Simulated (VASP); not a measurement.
Set up this calculation in VASP 6.6.1, as the native input.

- Task: relaxation of cell and atoms
- Functional: PBEsol
- Potentials or basis: VASP PAW PBE potentials, release 64 (Pt)
- Cutoff: 600 eV
- k mesh: 6 × 6 × 4
- Occupations: gaussian, width 0.1 eV
- Spin: no spin polarisation
- Dipole correction: no
- Further INCAR settings: ALGO = Normal; EDIFF = 1e-07; IBRION = 2; EDIFFG = -0.04; NSW = 90; ISIF = 3

The structure of Pt lies in POSCAR:

```
Pt
1.0
    3.5578603427      0.0000000000      0.0000000000
   -1.7789301714      3.0811974399      0.0000000000
    0.0000000000      0.0000000000      5.8704695655
Pt
4
Direct
    0.3333333333      0.6666666667      0.4375000000
    0.6666666667      0.3333333333      0.9375000000
    0.6666666667      0.3333333333      0.5625000000
    0.3333333333      0.6666666667      0.0625000000
```

This isn't the form of Pt at room conditions, which is fcc.

One way to write it, as run:

INCAR

```
SYSTEM = Pt
ALGO     = Normal         ! electronic algorithm
EDIFF    = 1E-7           ! SCF threshold, eV
EDIFFG   = -0.04          ! ionic threshold
ENCUT    = 600            ! plane-wave cutoff, eV
GGA      = PS             ! functional
IBRION   = 2              ! ionic algorithm
ISIF     = 3              ! what is computed and relaxed
ISMEAR   = 0              ! smearing method
LASPH    = .TRUE.         ! aspherical terms in the spheres
LCHARG   = .FALSE.        ! write CHGCAR
LREAL    = .FALSE.        ! projectors in reciprocal space
LWAVE    = .FALSE.        ! write WAVECAR
NELM     = 100            ! most SCF steps
NSW      = 90             ! ionic steps
PREC     = Accurate       ! precision mode
SIGMA    = 0.1            ! smearing width, eV
```

KPOINTS

```
k-points
0
G
  6 6 4
  0 0 0
```

Potentials or basis: VASP PAW PBE potentials, release 64 (Pt).

Launch:

```console
$ cat potpaw_PBE.64/Pt/POTCAR > POTCAR
$ mpirun -np 1 vasp_std > vasp.out
```

Results of the run:

```json
{"Relaxed volume": "22.93 Å³/atom", "Relaxed cell": "a = 4.006 Å, b = 4.006 Å, c = 6.598 Å, α = 90.00°, β = 90.00°, γ = 120.00°", "Space group after relaxing (to 0.1 Å)": "P6_3/mmc (No. 194)", "Pressure after relaxing": "0.0 GPa", "Largest force after relaxing": "0.012 eV/Å", "Band gap on the k mesh": "zero (bands 20 and 21 overlap by 0.57 eV)"}
```

Caveat: the volume moved by over 15 % at a fixed basis, so the end points are rough; the PAW data sets were made with another functional, which shifts forces and pressure a little; spin-orbit coupling is left out, which moves the levels of the heavy elements.

It took 2.7 min on 1 thread of Intel(R) Xeon(R) 6975P-C (Granite Rapids), with other jobs on the host, peak memory 0.2 GiB.
